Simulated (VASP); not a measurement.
Runs of VASP 6.6.1 on PbF2. The structure is that of space group Fm-3m (No. 225), or close to it. The cells are those of the table. 

```csv
task,cell,gap on the mesh (eV),pressure (GPa),largest force (eV/Å)
single point,"a = 4.158 Å, angles 61.3°, 3 atoms",4.23,-4.8,0.08
single point,"a = 4.242 Å, angles 58.7°, 3 atoms",4.24,-4.8,0.05
electric field gradients,"a = 4.221, b = 4.221, c = 4.242 Å, angles 59.8, 59.8, 60.3°, 3 atoms",4.22,(a),-
single point,"a = 4.221 Å, angles 59.3°, 3 atoms",4.25,-4.9,0.03
electric field gradients,"a = 4.179 Å, angles 60.7°, 3 atoms",4.25,-4.9,0.04
electric field gradients,"a = 4.242, b = 4.242, c = 4.284 Å, angles 59.7, 59.7, 60.7°, 3 atoms",4.19,-7.2,-
electric field gradients,"a = 4.158 Å, angles 61.3°, 3 atoms",4.23,-4.8,0.08
single point,"a = 4.242, b = 4.242, c = 4.284 Å, angles 59.7, 59.7, 60.7°, 3 atoms",4.19,-7.2,-
```

Alike in all rows: level LDA; potentials or basis VASP PAW LDA potentials, release 64 (Pb_d, F); no spin polarisation; k mesh 7 × 7 × 7; cutoff (eV) 520; smearing fermi-dirac 0.03 eV.

Question: Estimate the missing entries.

Answer: (a) -6.1.

Caveats: the cell stands under tension; spin-orbit coupling is left out, which moves the levels of the heavy elements; an odd mesh through Γ misses points on the zone boundary, where band edges can lie.

A k mesh can miss the band edges, and the runs leave out spin-orbit coupling on Pb.
